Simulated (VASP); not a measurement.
A run of VASP 6.6.1:

INCAR

```
SYSTEM = Zr2B3
  PREC = Accurate
  ENCUT = 520
  EDIFF = 1E-7
  ISMEAR = 0
  SIGMA = 0.1
  LREAL = .False.
  LASPH = .True.
  NELM = 60
  ALGO = Normal
  ISIF = 2
  LWAVE = .False.
  LCHARG = .False.
  GGA = PE
  NBANDS = 24
```

The input KPOINTS:

```
regular mesh
0
Gamma
  6 6 4
  0 0 0
```

File POSCAR:

```
Zr2B3
1.0
    3.5705490030      0.0000000000      0.0000000000
   -1.7852745015      3.0921861420      0.0000000000
    0.0000000000      0.0000000000      6.5865908321
Zr B
2 3
Direct
    0.0000000000      0.0000000000      0.2489668397
    0.0000000000      0.0000000000      0.7510331603
    0.5000000000      0.0000000000      0.5000000000
    0.0000000000      0.5000000000      0.5000000000
    0.5000000000      0.5000000000      0.5000000000
```

Potentials or basis: VASP PAW PBE potentials, release 64 (Zr_sv, B).

Command:

```sh
$ cat potpaw_PBE.64/Zr_sv/POTCAR potpaw_PBE.64/B/POTCAR > POTCAR
$ mpirun -np 1 vasp_std > vasp.out
```

Hardware: 1 thread of Intel(R) Xeon(R) 6975P-C (Granite Rapids) (shared host).

Task: How long does it take, and how much memory?

Result: Run time: 20 s on 1 thread of Intel(R) Xeon(R) 6975P-C (Granite Rapids), with other jobs on the host, peak memory 0.19 GiB. Counts: scf iterations 15, k points 21.
